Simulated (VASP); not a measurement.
Write the native input for VASP 6.6.1 that does the following.

| Item | Value |
| --- | --- |
| Task | single point |
| Functional | LDA |
| Potentials or basis | VASP PAW LDA potentials, release 64 (Li_sv, H) |
| Cutoff | 520 eV |
| k mesh | 11 × 11 × 11 |
| Occupations | fermi-dirac, width 0.05 eV |
| Spin | no spin polarisation |
| Dipole correction | no |
| Further INCAR settings | ALGO = Normal; EDIFF = 1e-07; NBANDS = 9 |

The structure of LiH lies in POSCAR:

```
LiH
1.0
    0.0000000000      2.0092229770      2.0092229770
    2.0092229770      0.0000000000      2.0092229770
    2.0092229770      2.0092229770      0.0000000000
Li H
1 1
Direct
    0.0000000000      0.0000000000      0.0000000000
    0.5000000000      0.5000000000      0.5000000000
```

One way to write it, as run:

INCAR

```
PREC     = Accurate       # precision mode
ENCUT    = 520            # plane-wave cutoff, eV
EDIFF    = 1E-7           # SCF threshold, eV
ISMEAR   = -1             # smearing method
SIGMA    = 0.05           # smearing width, eV
LREAL    = F              # projectors in reciprocal space
LASPH    = T              # aspherical terms in the spheres
NELM     = 60             # most SCF steps
ALGO     = Normal         # electronic algorithm
ISIF     = 2              # what is computed and relaxed
LWAVE    = F              # write WAVECAR
LCHARG   = F              # write CHGCAR
NBANDS   = 9              # bands
```

KPOINTS

```
Automatic mesh
0
Gamma
  11 11 11
```

Potentials or basis: VASP PAW LDA potentials, release 64 (Li_sv, H).

Launch:

```bash
$ cat potpaw_LDA.64/Li_sv/POTCAR potpaw_LDA.64/H/POTCAR > POTCAR
$ mpirun -np 1 vasp_std > vasp.out
```

It gave:

```yaml
Band_gap_on_the_k_mesh: 2.81 eV
```

Caveat: an odd mesh through Γ misses points on the zone boundary, where band edges can lie.

It took 9 s on 1 thread of Intel Xeon 8259CL, with other jobs on the host, peak memory 0.12 GiB.
